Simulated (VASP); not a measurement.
# Li (Fm-3m) in VASP: single point with PBEsol

Aim: the single point of Li with PBEsol.

Program: VASP 6.6.1. These are calculated values, not measurements. Logs are shortened: lines on timing, memory, paths and dates and some standing lists are left out, and cuts for length are marked.

## (1) The cell of the first run

It takes space group Fm-3m (No. 225, cubic). Conventional cell: a = 4.318 Å, b = 4.318 Å, c = 4.318 Å, α = 90.00°, β = 90.00°, γ = 90.00°. Within 4.0 Å of Li (site symmetry m-3m) lie 12 Li at 3.05 Å.

This isn't the form of Li at room conditions, which is bcc.

## (2) Single point, PBEsol

Contents of INCAR:

```
PREC = Accurate ; ENCUT = 520
EDIFF = 1E-7 ; ISMEAR = 0
SIGMA = 0.1 ; LREAL = F
LASPH = T ; NELM = 100
ALGO = Fast ; ISIF = 2
LWAVE = F ; LCHARG = F
GGA = PS ; NBANDS = 12
```

Contents of KPOINTS:

```
Automatic mesh
0
Gamma
  21 21 16
```

Contents of POSCAR:

```
Li
1.0
    3.0534023717      0.0000000000      0.0000000000
   -1.5267011859      2.6443240219      0.0000000000
    0.0000000000      0.0000000000      7.4792777901
Li
3
Direct
    0.0000000000      0.0000000000      0.0000000000
    0.3333333333      0.6666666667      0.3333333333
    0.6666666667      0.3333333333      0.6666666667
```

Potentials or basis: VASP PAW PBE potentials, release 64 (Li_sv).

The run is started by

```bash
> cat potpaw_PBE.64/Li_sv/POTCAR > POTCAR
> mpirun -np 1 vasp_std > vasp.out
```

OUTCAR:

```text
PREC = Accurate
   ENCUT = 520
   EDIFF = 1E-7
   ISMEAR = 0
   LREAL = F
   LASPH = T
   NELM = 100
   ISIF = 2
   GGA = PS

 ion  position               nearest neighbor table
   1  0.000  0.000  0.000-
   2  0.333  0.667  0.333-
   3  0.667  0.333  0.667-

  LATTYP: Found a hexagonal cell.
 ALAT       =     3.0534023717
 C/A-ratio  =     2.4494897428

  Lattice vectors:

 A1 = (   3.0534023717,   0.0000000000,   0.0000000000)
 A2 = (  -1.5267011859,   2.6443240219,   0.0000000000)
 A3 = (   0.0000000000,   0.0000000000,   7.4792777901)

Analysis of symmetry for initial positions (statically):
=====================================================================
 Subroutine PRICEL returns following result:

  LATTYP: Found a face centered cubic cell.
 ALAT       =     4.3181630450

  Lattice vectors:

 A1 = (   1.5267011857,  -0.8814413405,   2.4930925965)
 A2 = (  -0.0000000002,   1.7628826814,   2.4930925965)
 A3 = (  -1.5267011855,  -0.8814413408,   2.4930925972)

   3 primitive cells build up your supercell.

 Routine SETGRP: Setting up the symmetry group for a
 hexagonal supercell.

 Subroutine GETGRP returns: Found 12 space group operations
 (whereof 12 operations were pure point group operations)
 out of a pool of 24 trial point group operations.

The static configuration has the point symmetry D_3d.

Analysis of symmetry for dynamics (positions and initial velocities):
=====================================================================
 Subroutine PRICEL returns following result:

  LATTYP: Found a face centered cubic cell.
 ALAT       =     4.3181630450

  Lattice vectors:

 A1 = (   1.5267011857,  -0.8814413405,   2.4930925965)
 A2 = (  -0.0000000002,   1.7628826814,   2.4930925965)
 A3 = (  -1.5267011855,  -0.8814413408,   2.4930925972)

   3 primitive cells build up your supercell.

 Routine SETGRP: Setting up the symmetry group for a
 hexagonal supercell.

 Subroutine GETGRP returns: Found 12 space group operations
 (whereof 12 operations were pure point group operations)
 out of a pool of 24 trial point group operations.

The dynamic configuration has the point symmetry D_3d.

 Subroutine INISYM returns: Found 12 space group operations
 (whereof 12 operations are pure point group operations),
 and found     3 'primitive' translations

----------------------------------------------------------------------------------------

                                     Primitive cell

  volume of cell :      20.1297

  direct lattice vectors                    reciprocal lattice vectors
     1.526701186 -0.881441341  2.493092596     0.327503512 -0.189084241  0.133702749
    -0.000000000  1.762882681  2.493092596    -0.000000000  0.378168482  0.133702749
    -1.526701186 -0.881441341  2.493092597    -0.327503512 -0.189084241  0.133702749

  length of vectors
     3.053402371  3.053402372  3.053402372     0.401108247  0.401108247  0.401108247

  position of ions in fractional coordinates (direct lattice)
     0.000000000  0.000000000  0.000000000

  ion indices of the primitive-cell ions
   primitive index   ion index
                 1           1

----------------------------------------------------------------------------------------

 KPOINTS: Automatic mesh

Automatic generation of k-mesh.
 Grid dimensions read from file:
 generate k-points for:   21   21   16

 Generating k-lattice:

  Cartesian coordinates                     Fractional coordinates (reciprocal lattice)
     0.015595405  0.009004011  0.000000000     0.047619048 -0.000000000  0.000000000
     0.000000000  0.018008023  0.000000000     0.000000000  0.047619048  0.000000000
     0.000000000  0.000000000  0.008356422     0.000000000  0.000000000  0.062500000

  Length of vectors
     0.018008023  0.018008023  0.008356422

  Shift w.r.t. Gamma in fractional coordinates (k-lattice)
     0.000000000  0.000000000  0.000000000

 Subroutine IBZKPT returns following result:
 ===========================================

 Found    691 irreducible k-points:

 Following reciprocal coordinates:
            Coordinates               Weight
  0.000000  0.000000  0.000000      1.000000
  0.047619 -0.000000  0.000000      6.000000
  0.095238 -0.000000  0.000000      6.000000
  0.142857 -0.000000  0.000000      6.000000
  0.190476 -0.000000  0.000000      6.000000
  0.238095 -0.000000  0.000000      6.000000
[... 16 lines left out ...]
  0.142857  0.095238  0.000000     12.000000
  0.190476  0.095238  0.000000     12.000000
 [... further k-points ...]
   k-points           NKPTS =    691   k-points in BZ     NKDIM =    691   number of bands    NBANDS=     12
   number of dos      NEDOS =    301   number of ions     NIONS =      3
   total plane-waves  NPLWV =  32256
   dimension x,y,z NGX =    24 NGY =   24 NGZ =   56
   dimension x,y,z NGXF=    48 NGYF=   48 NGZF=  112
   ions per type =               3
   NGX,Y,Z   is equivalent  to a cutoff of  13.07, 13.07, 12.45 a.u.
   NGXF,Y,Z  is equivalent  to a cutoff of  26.13, 26.13, 24.89 a.u.
 SYSTEM =  unknown system
   PREC   = accura    normal or accurate (medium, high low for compatibility)
   ISTART =      0    job   : 0-new  1-cont  2-samecut
   ICHARG =      2    charge: 1-file 2-atom 10-const
   ISPIN  =      1    spin polarized calculation?
   LNONCOLLINEAR =      F non collinear calculations
   LSORBIT =      F    spin-orbit coupling
   LASPH  =      T    aspherical Exc in radial PAW
   ENCUT  =  520.0 eV  38.22 Ry    6.18 a.u.   5.68  5.68 13.91*2*pi/ulx,y,z
   NELM   =    100;   NELMIN=  2; NELMDL= -5     # of ELM steps
   EDIFF  = 0.1E-06   stopping-criterion for ELM
   LREAL  =      F    real-space projection
   EDIFFG = 0.1E-05   stopping-criterion for IOM
   NSW    =      0    number of steps for IOM
   IBRION =     -1    ionic relax: 0-MD 1-quasi-New 2-CG
   NFREE  =      0    steps in history (QN), initial steepest desc. (CG)
   ISIF   =      2    stress and relaxation
   ISYM   =      2    0-nonsym 1-usesym 2-fastsym
   POTIM  = 0.5000    time-step for ionic-motion
   TEBEG  =    0.0;   TEEND  =   0.0 temperature during run
   PSTRESS=    0.0 pullay stress
   NELECT =       9.0000    total number of electrons
   NUPDOWN=      -1.0000    fix difference up-down
   EMIN   =  10.00;   EMAX   =-10.00  energy-range for DOS
   EFERMI =   0.00;   METHOD = LEGACY
   ISMEAR =     0;   SIGMA  =   0.10  broadening in eV -4-tet -1-fermi 0-gaus
   EFERMI_NEDOS =   21; number of points for ismear=-14 and -15
   IALGO  =     68    algorithm
   IMIX   =      4    mixing-type and parameters
     AMIX     =   0.40;   BMIX     =  1.00
     AMIX_MAG =   1.60;   BMIX_MAG =  1.00
  volume/ion in A,a.u.               =      20.13       135.84
  Fermi-wavevector in a.u.,A,eV,Ry     =   0.867966  1.640219 10.250160  0.753366
  Thomas-Fermi vector in A             =   1.986577
   LORBIT       =      0    0 simple, 1 ext, 2 COOP (PROOUT), +10 PAW based schemes
   GGA     = PS    functional components
   LHFCALC =     F    Hartree Fock is set to
   AEXX    =    0.0000 exact exchange contribution
   IVDW    =     0    specifies the selected vdW correction
   LEPSILON=     F    determine dielectric tensor
   LRPA    =     F    only Hartree local field effects (RPA)
 non-spin polarized calculation
 RMM-DIIS sequential band-by-band and
 Gauss-broadening in eV      SIGMA  =   0.10
  energy-cutoff  :      520.00
  volume of cell :       60.39
 maximum number of plane-waves:      1652
 NGX is ok and might be reduce to    24
   NGX = 11   NGY = 11   NGZ = 27

 number of electron       8.9999985 magnetization

 Free energy of the ion-electron system (eV)
  ---------------------------------------------------
  ext. energy  EPLUGINS =         0.00000000
  ---------------------------------------------------
  free energy    TOTEN  =        -5.90561735 eV

  energy without entropy =       -5.89751869  energy(sigma->0) =       -5.90156802

 E-fermi :   0.6366     XC(G=0):  -7.0346

 val. band max:        0.6352207006   @ k =  -0.0476   0.2381   0.1875
 cond. band min:       0.6387430495   @ k =  -0.0952  -0.4762   0.3125
 fundamental gap:      0.0035223490
 Fermi energy:         0.6366262591

 k-point     1 :       0.0000    0.0000    0.0000
  band No.  band energies     occupation
      1     -45.2536      2.00000
      2     -45.2391      2.00000
      3     -45.2391      2.00000
      4      -2.9178      2.00000
      5      -0.9567      2.00000
      6      -0.9567      2.00000
      7       6.3701      0.00000
      8       6.3701      0.00000
      9      13.5334      0.00000
     10      13.5334      0.00000
     11      13.5334      0.00000
     12      13.5334      0.00000

 k-point     2 :       0.0476   -0.0000    0.0000
  band No.  band energies     occupation
      1     -45.2532      2.00000
      2     -45.2387      2.00000
      3     -45.2387      2.00000
      4      -2.8817      2.00000
      5      -0.9177      2.00000
      6      -0.9177      2.00000
      7       6.3892      0.00000
      8       6.3918      0.00000
      9      12.8215      0.00000
     10      12.9327      0.00000
     11      13.8511      0.00000
     12      13.9169      0.00000

 k-point     3 :       0.0952   -0.0000    0.0000
  band No.  band energies     occupation
      1     -45.2521      2.00000
      2     -45.2380      2.00000
      3     -45.2380      2.00000
      4      -2.7733      2.00000
      5      -0.8015      2.00000
      6      -0.8015      2.00000
      7       6.4367      0.00000
      8       6.4594      0.00000
      9      11.8186      0.00000
     10      12.2667      0.00000
     11      13.6806      0.00000
     12      13.7406      0.00000

 k-point     4 :       0.1429   -0.0000    0.0000
  band No.  band energies     occupation
      1     -45.2503      2.00000
      2     -45.2370      2.00000
      3     -45.2369      2.00000
      4      -2.5927      2.00000
      5      -0.6090      2.00000
      6      -0.6090      2.00000
      7       6.4862      0.00000
      8       6.5766      0.00000
      9      10.7127      0.00000
     10      11.6165      0.00000
     11      12.4745      0.00000
     12      12.7931      0.00000

 k-point     5 :       0.1905   -0.0000    0.0000
  band No.  band energies     occupation
      1     -45.2480      2.00000
      2     -45.2357      2.00000
      3     -45.2354      2.00000
      4      -2.3398      2.00000
      5      -0.3424      2.00000
      6      -0.3418      2.00000
      7       6.4688      0.00000
      8       6.7439      0.00000
      9       9.7006      0.00000
     10      11.0192      0.00000
     11      11.1626      0.00000
     12      11.5687      0.00000
[... 228 lines left out ...]
      1     -45.2323      2.00000
      2     -45.2323      2.00000
      3     -45.2276      2.00000
      4       0.8928      0.00029
      5       0.8928      0.00029
      6       2.2166      0.00000
      7       4.2627      0.00000
      8       4.2627      0.00000
      9       5.3643      0.00000
     10       8.7168      0.00000
     11       9.1609      0.00000
     12      10.8102      0.00000

 k-point    22 :       0.0952    0.0952    0.0000
  band No.  band energies     occupation
      1     -45.2493      2.00000
      2     -45.2363      2.00000
      3     -45.2363      2.00000
      4      -2.4843      2.00000
      5      -0.4939      2.00000
      6      -0.4939      2.00000
      7       6.5800      0.00000
      8       6.5800      0.00000
      9      10.6122      0.00000
     10      10.6122      0.00000
     11      12.2202      0.00000
     12      12.8283      0.00000

 k-point    23 :       0.1429    0.0952    0.0000
  band No.  band energies     occupation
      1     -45.2471      2.00000
      2     -45.2351      2.00000
      3     -45.2350      2.00000
      4      -2.2310      2.00000
      5      -0.2279      2.00000
      6      -0.2276      2.00000
      7       6.5844      0.00000
      8       6.7208      0.00000
      9       9.5987      0.00000
     10       9.9628      0.00000
     11      11.0483      0.00000
     12      11.8365      0.00000

 k-point    24 :       0.1905    0.0952    0.0000
  band No.  band energies     occupation
      1     -45.2445      2.00000
      2     -45.2338      2.00000
      3     -45.2334      2.00000
      4      -1.9050      2.00000
      5       0.1078      2.00000
      6       0.1102      2.00000
      7       6.3712      0.00000
      8       6.9069      0.00000
      9       8.8738      0.00000
     10       9.2404      0.00000
     11       9.8131      0.00000
     12      10.8982      0.00000

 [... further k-points ...]

------------------------ aborting loop because EDIFF is reached ----------------------------------------

  FORCE on cell =-STRESS in cart. coord.  units (eV):
  Direction    XX          YY          ZZ          XY          YZ          ZX
  --------------------------------------------------------------------------------------
  -------------------------------------------------------------------------------------
  Total       -0.0066214     -0.0066214     -0.0357422      0.0000000     -0.0000000      0.0000000
  in kB       -0.1756717     -0.1756717     -0.9482738      0.0000000     -0.0000000      0.0000000
  external PRESSURE =      -0.4332057 kB  Pullay stress =       0.0000000 kB

 VOLUME and BASIS-vectors are now :
 -----------------------------------------------------------------------------
  energy-cutoff  :      520.00
  volume of cell :       60.39
      direct lattice vectors                 reciprocal lattice vectors
     3.053402372  0.000000000  0.000000000     0.327503512  0.189084241  0.000000000
    -1.526701186  2.644324022  0.000000000     0.000000000  0.378168482  0.000000000
     0.000000000  0.000000000  7.479277790     0.000000000  0.000000000  0.133702749

 POSITION                                       TOTAL-FORCE (eV/Angst)
 -----------------------------------------------------------------------------------
      0.00000      0.00000      0.00000        -0.000000     -0.000000      0.000000
     -0.00000      1.76288      2.49309         0.000000     -0.000000      0.000000
      1.52670      0.88144      4.98619        -0.000000      0.000000     -0.000000
 -----------------------------------------------------------------------------------
    total drift:                               -0.000000      0.000000      0.000000

  FREE ENERGIE OF THE ION-ELECTRON SYSTEM (eV)
  ---------------------------------------------------
  free  energy   TOTEN  =        -5.9056173457 eV

  energy  without entropy=       -5.8975186885  energy(sigma->0) =       -5.90156802
```

It took 7 min on 1 thread of Intel Xeon Platinum 8259CL at 2.50GHz (Skylake/Cascade Lake), shared host; peak memory 0.44 GiB.

Results:

```yaml
Free_energy: -5.9056 eV
Band_gap_on_the_k_mesh: zero (an odd number of electrons rules out a gap without spin polarisation)
```

Caveat: the cutoff is under 1.25 times the usual one of these potentials, so pressure, stress and relaxed cells hold a basis-set (Pulay) error; the PAW data sets were made with another functional, which shifts forces and pressure a little.
